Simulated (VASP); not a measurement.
Set up this calculation in VASP 6.6.1, as the native input.

| Item | Value |
| --- | --- |
| Task | single point |
| Functional | PBE |
| Potentials or basis | VASP PAW PBE potentials, release 64 (Hf_pv, N) |
| Cutoff | 520 eV |
| k mesh | 10 × 10 × 10 |
| Occupations | methfessel-paxton, width 0.1 eV |
| Spin | no spin polarisation |
| Dipole correction | no |
| Further INCAR settings | ALGO = Normal; EDIFF = 1e-06; NBANDS = 14 |

The structure of HfN lies in POSCAR:

```
HfN
1.0
    0.0000000000      2.2739610251      2.2739610251
    2.2739610251      0.0000000000      2.2739610251
    2.2739610251      2.2739610251      0.0000000000
Hf N
1 1
Direct
    0.0000000000      0.0000000000      0.0000000000
    0.5000000000      0.5000000000      0.5000000000
```

One way to write it, as run:

INCAR

```
ALGO = Normal
EDIFF = 1E-6
ENCUT = 520
GGA = PE
ISIF = 2
ISMEAR = 1
LASPH = T
LCHARG = F
LREAL = F
LWAVE = F
NBANDS = 14
NELM = 80
PREC = Accurate
SIGMA = 0.1
```

KPOINTS

```
k-points
0
Gamma
  10 10 10
```

Potentials or basis: VASP PAW PBE potentials, release 64 (Hf_pv, N).

Command:

```sh
$ cat potpaw_PBE.64/Hf_pv/POTCAR potpaw_PBE.64/N/POTCAR > POTCAR
$ mpirun -np 1 vasp_std > vasp.out
```

It gave:

```
Pressure : -2.3 GPa
```

Run time: 17 s on 1 thread of AMD EPYC 9R45 (Zen 5), with other jobs on the host, peak memory 0.12 GiB.
